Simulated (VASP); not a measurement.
# PbSe (Cmcm) in VASP: a series of runs, part 2 of 2

VASP 6.6.1. The steps go on from the part before.

## 5. Single point, r2SCAN+D3(BJ)

This run uses another cell than the first one, of 28.42 Å³/atom.

Contents of POSCAR:

```
PbSe
1.0
    2.1413067741     -6.0045237518      0.0000000000
    2.1413067741      6.0045237518      0.0000000000
    0.0000000000      0.0000000000      4.4214352590
Pb Se
2 2
Direct
    0.6279151294      0.3720848706      0.7500000000
    0.3720848706      0.6279151294      0.2500000000
    0.8611388274      0.1388611726      0.7500000000
    0.1388611726      0.8611388274      0.2500000000
```

Contents of INCAR.step1:

```
SYSTEM = PbSe
PREC = Accurate
ENCUT = 520
ISMEAR = 0
SIGMA = 0.01
LREAL = .False.
LASPH = .True.
NELM = 80
NBANDS = 28
GGA = PE
ALGO = Normal
EDIFF = 1E-4
LWAVE = .True.
LCHARG = .False.
```

Contents of INCAR.step2:

```
SYSTEM = PbSe
PREC = Accurate
ENCUT = 520
EDIFF = 1E-7
ISMEAR = 0
SIGMA = 0.01
LREAL = .False.
LASPH = .True.
NELM = 80
ALGO = Normal
ISIF = 2
LWAVE = .False.
LCHARG = .True.
METAGGA = R2SCAN
LMIXTAU = .True.
IVDW = 12
VDW_S6 = 1.0
VDW_S8 = 0.78981345
VDW_A1 = 0.49484001
VDW_A2 = 5.73083694
LELF = .True.
LVHAR = .True.
NBANDS = 28
ISTART = 1
```

Contents of KPOINTS:

```
regular mesh
0
Gamma
  4 4 4
  0 0 0
```

Run with:

```sh
$ cat potpaw_PBE.64/Pb_d/POTCAR potpaw_PBE.64/Se/POTCAR > POTCAR
$ cp INCAR.step1 INCAR
$ mpirun -np 1 vasp_std > vasp.out
$ cp INCAR.step2 INCAR
$ mpirun -np 1 vasp_std > vasp.out
```

Run time: 3.2 min. Hardware: 1 thread of Intel Xeon Platinum 8559C (Emerald Rapids), shared host; peak memory 0.33 GiB.

Results (log left out):

```yaml
Free_energy: -144.4191 eV
Pressure: 0.0 GPa
Largest_force: 0.007 eV/Å
Band_gap_on_the_k_mesh: 1.37 eV (least direct gap 1.82 eV)
Dispersion_energy_per_atom: -0.175 eV
```

Forces in eV/Å, atoms in the order of the input:
```
Pb   0.000  0.006  0.000
Pb   0.000 -0.006  0.000
Se   0.000 -0.007  0.000
Se   0.000  0.007  0.000
```

Levels at points of the mesh, in eV from the valence-band top:
| k point | band 18 | band 19 | band 20 | band 21 | band 22 | band 23 |
| --- | --- | --- | --- | --- | --- | --- |
| (0.00, 0.00, 0.00) | -1.68 | -1.34 | -0.43 | 4.90 | 4.92 | 5.08 |
| (0.50, 0.00, 0.00) | -0.98 | -0.47 | -0.19 | 1.94 | 2.00 | 2.06 |
| (0.50, 0.50, 0.00) | -1.68 | -1.15 | -0.51 | 1.37 | 4.58 | 4.93 |
| (0.00, 0.00, 0.50) | -0.96 | 0.00 | 0.00 | 1.90 | 1.90 | 2.66 |
| (0.50, 0.00, 0.50) | -3.22 | -1.31 | -1.31 | 3.54 | 3.54 | 5.94 |
| (0.50, 0.50, 0.50) | -0.96 | -0.38 | -0.38 | 1.77 | 1.77 | 3.19 |

Caveat: the PAW data sets were made with another functional, which shifts forces and pressure a little; spin-orbit coupling is left out, which moves the levels of the heavy elements. A k mesh can miss the band edges.

## 6. Single point, r2SCAN+D3(BJ)

This run uses another cell than the first one, of 31.59 Å³/atom.

Contents of POSCAR:

```
PbSe
1.0
    2.1946378116     -6.4296384358      0.0000000000
    2.1946378116      6.4296384358      0.0000000000
    0.0000000000      0.0000000000      4.4772143185
Pb Se
2 2
Direct
    0.6376612245      0.3623387755      0.7500000000
    0.3623387755      0.6376612245      0.2500000000
    0.8553967385      0.1446032615      0.7500000000
    0.1446032615      0.8553967385      0.2500000000
```

Contents of INCAR.step1:

```
ALGO     = Normal         # electronic algorithm
EDIFF    = 1E-4           # SCF threshold, eV
ENCUT    = 520            # plane-wave cutoff, eV
GGA      = PE             # functional
ISMEAR   = 0              # smearing method
LASPH    = True           # aspherical terms in the spheres
LCHARG   = False          # write CHGCAR
LREAL    = False          # projectors in reciprocal space
LWAVE    = True           # write WAVECAR
NBANDS   = 28             # bands
NELM     = 80             # most SCF steps
PREC     = Accurate       # precision mode
SIGMA    = 0.01           # smearing width, eV
```

Contents of INCAR.step2:

```
ALGO     = Normal         # electronic algorithm
EDIFF    = 1E-6           # SCF threshold, eV
ENCUT    = 520            # plane-wave cutoff, eV
ISIF     = 2              # what is computed and relaxed
ISMEAR   = 0              # smearing method
ISTART   = 1            
IVDW     = 12             # dispersion correction
LASPH    = True           # aspherical terms in the spheres
LCHARG   = False          # write CHGCAR
LMIXTAU  = True         
LREAL    = False          # projectors in reciprocal space
LWAVE    = False          # write WAVECAR
METAGGA  = R2SCAN         # meta-GGA
NBANDS   = 28             # bands
NELM     = 80             # most SCF steps
PREC     = Accurate       # precision mode
SIGMA    = 0.01           # smearing width, eV
VDW_A1   = 0.49484001   
VDW_A2   = 5.73083694   
VDW_S6   = 1.0          
VDW_S8   = 0.78981345
```

Contents of KPOINTS:

```
k-points
0
Gamma
  4 4 4
```

Potentials or basis: VASP PAW PBE potentials, release 64 (Pb_d, Se).

Run with:

```sh
$ cat potpaw_PBE.64/Pb_d/POTCAR potpaw_PBE.64/Se/POTCAR > POTCAR
$ cp INCAR.step1 INCAR
$ mpirun -np 1 vasp_std > vasp.out
$ cp INCAR.step2 INCAR
$ mpirun -np 1 vasp_std > vasp.out
```

Run time: 4.3 min. Hardware: 1 thread of Intel Xeon Platinum 8559C (Emerald Rapids), shared host; peak memory 0.38 GiB.

Results (log left out):

```
Free energy                : -144.3203 eV
Pressure                   : -2.0 GPa
Largest force              : 0.014 eV/Å
Band gap on the k mesh     : 1.54 eV (least direct gap 1.86 eV)
Dispersion energy per atom : -0.158 eV
```

Forces on the atoms (eV/Å):
```
Pb   0.000  0.014  0.000
Pb   0.000 -0.014  0.000
Se   0.000 -0.011  0.000
Se   0.000  0.011  0.000
```

Levels at points of the mesh, in eV from the valence-band top:
```
           k point  band 16  band 17  band 18  band 19  band 20  band 21  band 22  band 23  band 24  band 25
(0.00, 0.00, 0.00)    -2.52    -2.12    -1.29    -1.13    -0.21     4.96     5.03     5.10     5.39     5.51
(0.50, 0.00, 0.00)    -1.66    -0.98    -0.82    -0.25    -0.13     2.00     2.14     2.51     3.09     3.15
(0.50, 0.50, 0.00)    -2.29    -1.92    -1.44    -1.01    -0.33     1.54     4.77     5.18     5.24     5.29
(0.00, 0.00, 0.50)    -2.26    -0.80    -0.80     0.00     0.00     2.06     2.06     2.84     2.84     5.08
(0.50, 0.00, 0.50)    -3.88    -2.66    -2.66    -1.23    -1.23     3.77     3.77     5.71     5.71     6.66
(0.50, 0.50, 0.50)    -1.06    -0.87    -0.87    -0.19    -0.19     1.83     1.83     3.14     3.14     3.44
```

Caveat: the PAW data sets were made with another functional, which shifts forces and pressure a little; spin-orbit coupling is left out, which moves the levels of the heavy elements. A k mesh can miss the band edges.

## 7. Relaxation of cell and atoms, r2SCAN+D3(BJ), target pressure -2 GPa, at which the enthalpy is minimised

This run uses another cell than the first one, of 29.41 Å³/atom.

Contents of POSCAR:

```
PbSe
1.0
    2.1548770000     -6.1339470000      0.0000000000
    2.1548770000      6.1339470000      0.0000000000
    0.0000000000      0.0000000000      4.4504940000
Pb Se
2 2
Direct
    0.6317610000      0.3682390000      0.7500000000
    0.3682390000      0.6317610000      0.2500000000
    0.8612900000      0.1387100000      0.7500000000
    0.1387100000      0.8612900000      0.2500000000
```

Contents of INCAR.step1:

```
SYSTEM = PbSe
PREC     = Accurate       ! precision mode
ENCUT    = 600            ! plane-wave cutoff, eV
ISMEAR   = 0              ! smearing method
SIGMA    = 0.01           ! smearing width, eV
LREAL    = .False.        ! projectors in reciprocal space
LASPH    = .True.         ! aspherical terms in the spheres
NELM     = 60             ! most SCF steps
GGA      = PE             ! functional
ALGO     = Normal         ! electronic algorithm
EDIFF    = 1E-4           ! SCF threshold, eV
LWAVE    = .True.         ! write WAVECAR
LCHARG   = .False.        ! write CHGCAR
```

Contents of INCAR.step2:

```
SYSTEM = PbSe
PREC     = Accurate       ! precision mode
ENCUT    = 600            ! plane-wave cutoff, eV
EDIFF    = 1E-6           ! SCF threshold, eV
ISMEAR   = 0              ! smearing method
SIGMA    = 0.01           ! smearing width, eV
LREAL    = .False.        ! projectors in reciprocal space
LASPH    = .True.         ! aspherical terms in the spheres
NELM     = 60             ! most SCF steps
ALGO     = Normal         ! electronic algorithm
ISIF     = 3              ! what is computed and relaxed
LWAVE    = .False.        ! write WAVECAR
LCHARG   = .False.        ! write CHGCAR
METAGGA  = R2SCAN         ! meta-GGA
LMIXTAU  = .True.       
IVDW     = 12             ! dispersion correction
VDW_S6   = 1.0          
VDW_S8   = 0.78981345   
VDW_A1   = 0.49484001   
VDW_A2   = 5.73083694   
IBRION   = 2              ! ionic algorithm
NSW      = 80             ! ionic steps
EDIFFG   = -0.01          ! ionic threshold
PSTRESS  = -20.0        
ISTART   = 1
```

Contents of KPOINTS:

```
Automatic mesh
0
Gamma
  4 4 4
  0 0 0
```

Potentials or basis: VASP PAW PBE potentials, release 64 (Pb_d, Se).

Run with:

```sh
$ cat potpaw_PBE.64/Pb_d/POTCAR potpaw_PBE.64/Se/POTCAR > POTCAR
$ cp INCAR.step1 INCAR
$ mpirun -np 1 vasp_std > vasp.out
$ cp INCAR.step2 INCAR
$ mpirun -np 1 vasp_std > vasp.out
```

OUTCAR:

```text
SYSTEM = PbSe
   PREC = Accurate
   ENCUT = 600
   EDIFF = 1E-6
   ISMEAR = 0
   LREAL = .False.
   LASPH = .True.
   NELM = 60
   ISIF = 3
   METAGGA = R2SCAN
   IVDW = 12
   IBRION = 2
   NSW = 80
   EDIFFG = -0.01
   PSTRESS = -20.0
   ISTART = 1
 IVDW          = 12

 ion  position               nearest neighbor table
   1  0.632  0.368  0.750-   3 2.82   4 3.10   4 3.10   4 3.10   4 3.10   2 3.92   2 3.92
   2  0.368  0.632  0.250-   4 2.82   3 3.10   3 3.10   3 3.10   3 3.10   1 3.92   1 3.92
   3  0.861  0.139  0.750-   1 2.82   2 3.10   2 3.10   2 3.10   2 3.10
   4  0.139  0.861  0.250-   2 2.82   1 3.10   1 3.10   1 3.10   1 3.10

  LATTYP: Found a base centered orthorhombic cell.
 ALAT       =     4.3097540000
 B/A-ratio  =     2.8465415891
[... 189 lines left out ...]

 Edisp (eV)   -0.67492

 E8    (eV) :    -0.2489
[... 119 lines left out ...]
  energy  without entropy=     -144.3791207821  energy(sigma->0) =     -144.37912078

  enthalpy is  TOTEN    =      -145.8846773082 eV   P V=       -1.5055565262

[... ionic steps 4 to 9 ...]

--------------------------------------- Ionic step       10  -------------------------------------------

 number of electron      39.9999999 magnetization

------------------------ aborting loop because EDIFF is reached ----------------------------------------
[... 83 lines left out ...]
--------------------------------------- Ionic step       12  -------------------------------------------

 number of electron      39.9999999 magnetization

 Free energy of the ion-electron system (eV)
  ---------------------------------------------------
  ext. energy  EPLUGINS =         0.00000000
  ---------------------------------------------------
  free energy    TOTEN  =      -143.69248599 eV

  energy without entropy =     -143.69248599  energy(sigma->0) =     -143.69248599

 E-fermi :   3.3816     XC(G=0):  -9.5588

 val. band max:        3.2678858557   @ k =   0.0000   0.0000   0.5000
 cond. band min:       4.7927305996   @ k =   0.5000   0.5000   0.0000
 fundamental gap:      1.5248447439
 Fermi energy:         3.3816331781

 k-point     1 :       0.0000    0.0000    0.0000
  band No.  band energies     occupation
      1     -13.6144      2.00000
      2     -13.5436      2.00000
      3     -13.5382      2.00000
      4     -13.5233      2.00000
      5     -13.5144      2.00000
      6     -13.5141      2.00000
[... 595 lines left out ...]
  energy  without entropy=     -144.3247050086  energy(sigma->0) =     -144.32470501

  enthalpy is  TOTEN    =      -145.8973182396 eV   P V=       -1.5726132310

 reached required accuracy - stopping structural energy minimisation
```

OSZICAR.step1:

```text
N       E                     dE             d eps       ncg     rms          rms(c)
DAV:   1     0.420108952586E+03    0.42011E+03   -0.20388E+04  1008   0.192E+03
DAV:   2     0.284727029000E+02   -0.39164E+03   -0.38708E+03  1024   0.462E+02
DAV:   3    -0.151776242711E+02   -0.43650E+02   -0.42942E+02  1336   0.167E+02
DAV:   4    -0.167736570041E+02   -0.15960E+01   -0.15951E+01  1112   0.372E+01
DAV:   5    -0.168367485652E+02   -0.63092E-01   -0.63081E-01  1472   0.711E+00    0.399E+00
DAV:   6    -0.162010745837E+02    0.63567E+00   -0.20748E+00  1240   0.873E+00    0.222E+00
DAV:   7    -0.161972041857E+02    0.38704E-02   -0.39743E-01  1416   0.289E+00    0.129E+00
DAV:   8    -0.162027822960E+02   -0.55781E-02   -0.68666E-02  1248   0.224E+00    0.308E-01
DAV:   9    -0.161992985332E+02    0.34838E-02   -0.18108E-02  1352   0.103E+00    0.857E-02
DAV:  10    -0.161995176278E+02   -0.21909E-03   -0.13513E-03  1024   0.204E-01    0.394E-02
DAV:  11    -0.161995553643E+02   -0.37737E-04   -0.97995E-05   808   0.903E-02
   1 F= -.16199555E+02 E0= -.16199555E+02  d E =-.109450E-51
```

Run time: 35 min. Hardware: 1 thread of Intel Xeon Platinum 8559C (Emerald Rapids), shared host; peak memory 0.39 GiB.

Results:

```
Free energy                                                : -144.3247 eV
Relaxed volume                                             : 31.50 Å³/atom
Relaxed cell                                               : a = 6.773 Å, b = 6.773 Å, c = 4.481 Å, α = 90.00°, β = 90.00°, γ = 142.20°
Space group after relaxing (to 0.1 Å)                      : Cmcm (No. 63)
Energy change on relaxing (the run minimises the enthalpy) : +20.5 meV/atom
Ionic steps                                                : 12
Pressure after relaxing                                    : -2.0 GPa
Largest force after relaxing                               : 0.009 eV/Å
Band gap on the k mesh                                     : 1.52 eV (least direct gap 1.84 eV)
Dispersion energy per atom                                 : -0.158 eV
```

Forces on the atoms (eV/Å):
```
Pb   0.000 -0.003  0.000
Pb   0.000  0.003  0.000
Se   0.000 -0.009  0.000
Se   0.000  0.009  0.000
```

The path:
| step | energy change (eV) | largest force (eV/Å) | pressure (GPa) | volume (Å³) |
| --- | --- | --- | --- | --- |
| 1 | 0.0000 | 0.0622 | -1.00 | 117.65 |
| 2 | 0.0301 | 0.1198 | -2.10 | 120.81 |
| 3 | 0.0275 | 0.1162 | -2.04 | 120.61 |
| 4 | 0.0286 | 0.0787 | -1.98 | 120.86 |
| 5 | 0.0321 | 0.0132 | -1.89 | 121.27 |
| 6 | 0.0346 | 0.0150 | -1.91 | 121.59 |
| 7 | 0.0432 | 0.0215 | -1.97 | 122.56 |
| 8 | 0.0642 | 0.0422 | -2.02 | 124.49 |
| 9 | 0.0689 | 0.0458 | -2.03 | 124.88 |
| 10 | 0.0743 | 0.0107 | -1.92 | 125.36 |
| 11 | 0.0743 | 0.0114 | -1.91 | 125.36 |
| 12 | 0.0819 | 0.0090 | -1.99 | 125.98 |

Final structure:
```
CELL_PARAMETERS angstrom
2.19390 -6.40791 0.00000
2.19390 6.40791 0.00000
0.00000 0.00000 4.48063
ATOMIC_POSITIONS crystal
Pb 0.63685 0.36315 0.75000
Pb 0.36315 0.63685 0.25000
Se 0.85547 0.14453 0.75000
Se 0.14453 0.85547 0.25000
```

Caveat: the cell is relaxed towards a set pressure, so the run minimises the enthalpy, not the energy; the PAW data sets were made with another functional, which shifts forces and pressure a little; spin-orbit coupling is left out, which moves the levels of the heavy elements. A k mesh can miss the band edges.

## 8. Overview

| task | cell | cutoff (eV) | gap on the mesh (eV) | pressure (GPa) | largest force (eV/Å) |
| --- | --- | --- | --- | --- | --- |
| single point | a = 5.924, b = 5.924, c = 4.264 Å, angles 90.0, 90.0, 139.9°, 4 atoms, atomic positions A | 520 | 1.08 | 10.1 | 0.01 |
| single point | a = 6.082, b = 6.082, c = 4.331 Å, angles 90.0, 90.0, 140.1°, 4 atoms, atomic positions B | 520 | 1.21 | 5.1 | 0.01 |
| single point | a = 6.230, b = 6.230, c = 4.378 Å, angles 90.0, 90.0, 140.4°, 4 atoms, atomic positions C | 520 | 1.29 | 2.0 | 0.02 |
| single point | a = 6.375, b = 6.375, c = 4.421 Å, angles 90.0, 90.0, 140.7°, 4 atoms, atomic positions D | 520 | 1.37 | 0.0 | 0.01 |
| single point | a = 6.794, b = 6.794, c = 4.477 Å, angles 90.0, 90.0, 142.3°, 4 atoms, atomic positions E | 520 | 1.54 | -2.0 | 0.01 |
| relaxation of cell and atoms | relaxed to -2 GPa from a = 6.501, b = 6.501, c = 4.450 Å, angles 90.0, 90.0, 141.3°, 4 atoms, atomic positions F | 600 | 1.52 | -2.0 | 0.01 |

Alike in all rows: level r2SCAN+D3(BJ); potentials or basis VASP PAW PBE potentials, release 64 (Pb_d, Se); no spin polarisation; k mesh 4 × 4 × 4; smearing gaussian 0.01 eV.

Caveats: the PAW data sets were made with another functional, which shifts forces and pressure a little; spin-orbit coupling is left out, which moves the levels of the heavy elements; the cell stands under pressure (at least some runs); the cell is relaxed towards a set pressure, so the run minimises the enthalpy, not the energy (at least some runs).

Absolute energies hang on the potentials; compare differences alone.
